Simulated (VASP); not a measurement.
# Al4Ni4HC in VASP: a series of runs, part 2 of 2

VASP 6.6.1. Earlier steps stand in the parts before.

### 3 Single point, PBEsol

INCAR

```
SYSTEM = Al4Ni4HC
PREC = Accurate
ENCUT = 520
EDIFF = 1E-6
ISMEAR = 0
SIGMA = 0.1
LREAL = .False.
LASPH = .True.
NELM = 100
ALGO = Normal
ISIF = 2
LWAVE = .False.
LCHARG = .False.
LDIPOL = .True.
IDIPOL = 3
DIPOL = 0.5 0.5 0.478
GGA = PS
NBANDS = 40
```

KPOINTS

```
Automatic mesh
0
Gamma
  10 7 1
  0 0 0
```

POSCAR

```
Al4Ni4HC
1.0
    2.8621655520      0.0000000000      0.0000000000
    0.0000000000      4.0477133414      0.0000000000
    0.0000000000      0.0000000000     26.1715700121
Al Ni C H
4 4 1 1
Direct
    0.0000000000      0.5000000000      0.3247799041
    0.0000000000      0.0000000000      0.4021102542
    0.0000775967      0.4992555134      0.4772510803
   -0.0000152284      0.0007609107      0.5643814370
    0.5000000000      0.0000000000      0.3247799041
    0.5000000000      0.5000000000      0.4021102542
    0.5000702948      0.0010234586      0.4825540735
    0.5000796887      0.5236167082      0.5552598600
    1.0000502599      0.4542491760      0.6009683655
    1.0001065349      0.4829821641      0.6427610229
```

Potentials or basis: VASP PAW PBE potentials, release 64 (Al, Ni, C, H).

Run with:

```
cat potpaw_PBE.64/Al/POTCAR potpaw_PBE.64/Ni/POTCAR potpaw_PBE.64/C/POTCAR potpaw_PBE.64/H/POTCAR > POTCAR
mpirun -np 1 vasp_std > vasp.out
```

OUTCAR:

```text
SYSTEM = Al4Ni4HC
   PREC = Accurate
   ENCUT = 520
   EDIFF = 1E-6
   ISMEAR = 0
   LREAL = .False.
   LASPH = .True.
   NELM = 100
   ISIF = 2
   GGA = PS

 ion  position               nearest neighbor table
   1  0.000  0.500  0.325-   5 2.48   5 2.48   5 2.48   5 2.48   6 2.48   6 2.48   2 2.86   2 2.86

   2  0.000  0.000  0.402-   6 2.48   6 2.48   6 2.48   6 2.48   5 2.48   5 2.48   7 2.55   7 2.55
                             3 2.82   3 2.82   1 2.86   1 2.86
   3  0.000  0.499  0.477-   6 2.43   6 2.43   7 2.48   7 2.48   7 2.49   7 2.49   8 2.50   8 2.50
                             2 2.82   2 2.82   4 3.04   4 3.05
   4  1.000  0.001  0.564-   9 2.07   9 2.41   8 2.42   8 2.42   8 2.57   8 2.57   7 2.58   7 2.58
                             3 3.04   3 3.05
   5  0.500  0.000  0.325-   1 2.48   1 2.48   1 2.48   1 2.48   2 2.48   2 2.48   6 2.86   6 2.86

   6  0.500  0.500  0.402-   3 2.43   3 2.43   2 2.48   2 2.48   2 2.48   2 2.48   1 2.48   1 2.48
                             5 2.86   5 2.86   7 2.92   7 2.92
   7  0.500  0.001  0.483-   3 2.48   3 2.48   3 2.49   3 2.49   2 2.55   2 2.55   4 2.58   4 2.58
                             8 2.71   8 2.85   6 2.92   6 2.92
   8  0.500  0.524  0.555-   9 1.89   9 1.89   4 2.42   4 2.42   3 2.50   3 2.50   4 2.57   4 2.57
                             7 2.71   7 2.85
   9  0.000  0.454  0.601-  10 1.10   8 1.89   8 1.89   4 2.07   4 2.41
  10  0.000  0.483  0.643-   9 1.10

  LATTYP: Found a simple orthorhombic cell.
 ALAT       =     2.8621655520
 B/A-ratio  =     1.4142135624
 C/A-ratio  =     9.1439749157

  Lattice vectors:

 A1 = (   2.8621655520,   0.0000000000,   0.0000000000)
 A2 = (   0.0000000000,   4.0477133414,   0.0000000000)
 A3 = (   0.0000000000,   0.0000000000,  26.1715700121)

Analysis of symmetry for initial positions (statically):
=====================================================================
 Subroutine PRICEL returns:
 Original cell was already a primitive cell.

 Routine SETGRP: Setting up the symmetry group for a
 simple orthorhombic supercell.

 Subroutine GETGRP returns: Found  1 space group operations
 (whereof  1 operations were pure point group operations)
 out of a pool of  8 trial point group operations.

The static configuration has the point symmetry C_1 .

Analysis of symmetry for dynamics (positions and initial velocities):
=====================================================================
 Subroutine PRICEL returns:
 Original cell was already a primitive cell.

 Routine SETGRP: Setting up the symmetry group for a
 simple orthorhombic supercell.

 Subroutine GETGRP returns: Found  1 space group operations
 (whereof  1 operations were pure point group operations)
 out of a pool of  8 trial point group operations.

The dynamic configuration has the point symmetry C_1 .

 Subroutine INISYM returns: Found  1 space group operations
 (whereof  1 operations are pure point group operations),
 and found     1 'primitive' translations

----------------------------------------------------------------------------------------

                                     Primitive cell

  volume of cell :     303.2035

  direct lattice vectors                    reciprocal lattice vectors
     2.862165552  0.000000000  0.000000000     0.349385800  0.000000000  0.000000000
     0.000000000  4.047713341  0.000000000     0.000000000  0.247053068  0.000000000
[... 91 lines left out ...]
 SYSTEM =  Al4Ni4HC
   PREC   = accura    normal or accurate (medium, high low for compatibility)
   ISTART =      0    job   : 0-new  1-cont  2-samecut
   ICHARG =      2    charge: 1-file 2-atom 10-const
   ISPIN  =      1    spin polarized calculation?
   LNONCOLLINEAR =      F non collinear calculations
   LSORBIT =      F    spin-orbit coupling
   LASPH  =      T    aspherical Exc in radial PAW
   ENCUT  =  520.0 eV  38.22 Ry    6.18 a.u.   5.32  7.53 48.66*2*pi/ulx,y,z
   NELM   =    100;   NELMIN=  2; NELMDL= -5     # of ELM steps
   EDIFF  = 0.1E-05   stopping-criterion for ELM
   LREAL  =      F    real-space projection
   EDIFFG = 0.1E-04   stopping-criterion for IOM
   NSW    =      0    number of steps for IOM
   IBRION =     -1    ionic relax: 0-MD 1-quasi-New 2-CG
   NFREE  =      0    steps in history (QN), initial steepest desc. (CG)
   ISIF   =      2    stress and relaxation
   ISYM   =      2    0-nonsym 1-usesym 2-fastsym
   POTIM  = 0.5000    time-step for ionic-motion
   TEBEG  =    0.0;   TEEND  =   0.0 temperature during run
   PSTRESS=    0.0 pullay stress
   NELECT =      57.0000    total number of electrons
   NUPDOWN=      -1.0000    fix difference up-down
   EMIN   =  10.00;   EMAX   =-10.00  energy-range for DOS
   EFERMI =   0.00;   METHOD = LEGACY
   ISMEAR =     0;   SIGMA  =   0.10  broadening in eV -4-tet -1-fermi 0-gaus
   EFERMI_NEDOS =   21; number of points for ismear=-14 and -15
   IALGO  =     38    algorithm
   IMIX   =      4    mixing-type and parameters
     AMIX     =   0.40;   BMIX     =  1.00
     AMIX_MAG =   1.60;   BMIX_MAG =  1.00
  volume/ion in A,a.u.               =      30.32       204.61
  Fermi-wavevector in a.u.,A,eV,Ry     =   0.937825  1.772232 11.966532  0.879515
  Thomas-Fermi vector in A             =   2.064975
   LORBIT       =      0    0 simple, 1 ext, 2 COOP (PROOUT), +10 PAW based schemes
   GGA     = PS    functional components
   LHFCALC =     F    Hartree Fock is set to
   AEXX    =    0.0000 exact exchange contribution
   IVDW    =     0    specifies the selected vdW correction
   LEPSILON=     F    determine dielectric tensor
   LRPA    =     F    only Hartree local field effects (RPA)
 non-spin polarized calculation
 Gauss-broadening in eV      SIGMA  =   0.10
  energy-cutoff  :      520.00
  volume of cell :      303.20
 maximum number of plane-waves:      8217
 NGX is ok and might be reduce to    24
   NGX = 11   NGY = 15   NGZ = 97

 dipolmoment           0.000000      0.000000      0.281701 electrons x Angstroem

 number of electron      57.0000011 magnetization

 dipolmoment           0.000000      0.000000     -0.072438 electrons x Angstroem

 Free energy of the ion-electron system (eV)
  ---------------------------------------------------
  ext. energy  EPLUGINS =         0.00000000
  ---------------------------------------------------
  free energy    TOTEN  =       -55.88716862 eV

  energy without entropy =      -55.86854288  energy(sigma->0) =      -55.87785575

 E-fermi :   0.3887     XC(G=0):  -4.9059

 val. band max:        0.3843422793   @ k =   0.5000   0.2857   0.0000
 cond. band min:       0.3931111931   @ k =   0.2000  -0.4286   0.0000
 fundamental gap:      0.0087689138
 Fermi energy:         0.3887013475

 k-point     1 :       0.0000    0.0000    0.0000
  band No.  band energies     occupation
      1     -12.4223      2.00000
      2     -10.1624      2.00000
      3      -8.6021      2.00000
      4      -7.0379      2.00000
      5      -5.3934      2.00000
      6      -4.7159      2.00000
[... 1021 lines left out ...]
     39       5.8518      0.00000
     40       6.4361      0.00000

 [... further k-points ...]

------------------------ aborting loop because EDIFF is reached ----------------------------------------

 vacuum level on the upper side and lower side of the slab       (xc-potential included)        -0.675         0.443

  FORCE on cell =-STRESS in cart. coord.  units (eV):
  Direction    XX          YY          ZZ          XY          YZ          ZX
  --------------------------------------------------------------------------------------
  -------------------------------------------------------------------------------------
  Total       -1.7597576     -5.1731793     -0.0936748      0.0003459     -0.0243380     -0.0004341
  in kB       -9.2988484    -27.3359290     -0.4949933      0.0018276     -0.1286060     -0.0022937
  external PRESSURE =     -12.3765902 kB  Pullay stress =       0.0000000 kB

 VOLUME and BASIS-vectors are now :
 -----------------------------------------------------------------------------
  energy-cutoff  :      520.00
  volume of cell :      303.20
      direct lattice vectors                 reciprocal lattice vectors
     2.862165552  0.000000000  0.000000000     0.349385800  0.000000000  0.000000000
     0.000000000  4.047713341  0.000000000     0.000000000  0.247053068  0.000000000
     0.000000000  0.000000000 26.171570012     0.000000000  0.000000000  0.038209400

 POSITION                                       TOTAL-FORCE (eV/Angst)
 -----------------------------------------------------------------------------------
      0.00000      2.02386      8.50000         0.000039     -0.003532     -0.557961
      0.00000      0.00000     10.52386         0.000270     -0.004617     -0.204874
      0.00022      2.02084     12.49041        -0.000605      0.005369      0.010864
      2.86212      0.00308     14.77075         0.001218     -0.018962     -0.003288
      1.43108      0.00000      8.50000         0.000019      0.017858      0.647731
      1.43108      2.02386     10.52386         0.000519     -0.010942      0.100495
      1.43128      0.00414     12.62920        -0.000495     -0.000497      0.002844
      1.43131      2.11945     14.53202        -0.001671      0.005499     -0.033428
      0.00014      1.83867     15.72829         0.000932      0.007659      0.007978
      0.00030      1.95497     16.82207        -0.000227      0.002166      0.029640
 -----------------------------------------------------------------------------------
    total drift:                               -0.000018     -0.000031      0.000072

  FREE ENERGIE OF THE ION-ELECTRON SYSTEM (eV)
  ---------------------------------------------------
  free  energy   TOTEN  =       -55.8871686204 eV

  energy  without entropy=      -55.8685428836  energy(sigma->0) =      -55.87785575

 vacuum level on the upper side and lower side of the slab         4.189         5.329
```

Wall time 10 min (1 thread of Intel Xeon 6975P-C (Granite Rapids), shared host); peak memory 0.61 GiB.

Results:

```yaml
Free_energy: -55.8872 eV
Largest_force: 0.648 eV/Å
Band_gap_on_the_k_mesh: zero (an odd number of electrons rules out a gap without spin polarisation)
```

Forces on the atoms (eV/Å):
```
Al   0.000 -0.004 -0.558
Al   0.000 -0.005 -0.205
Al  -0.001  0.005  0.011
Al   0.001 -0.019 -0.003
Ni   0.000  0.018  0.648
Ni   0.001 -0.011  0.100
Ni   0.000  0.000  0.003
Ni  -0.002  0.005 -0.033
C    0.001  0.008  0.008
H    0.000  0.002  0.030
```

Caveat: the PAW data sets were made with another functional, which shifts forces and pressure a little.

The gap in the log of VASP goes by the Fermi energy; the results here count the filled bands.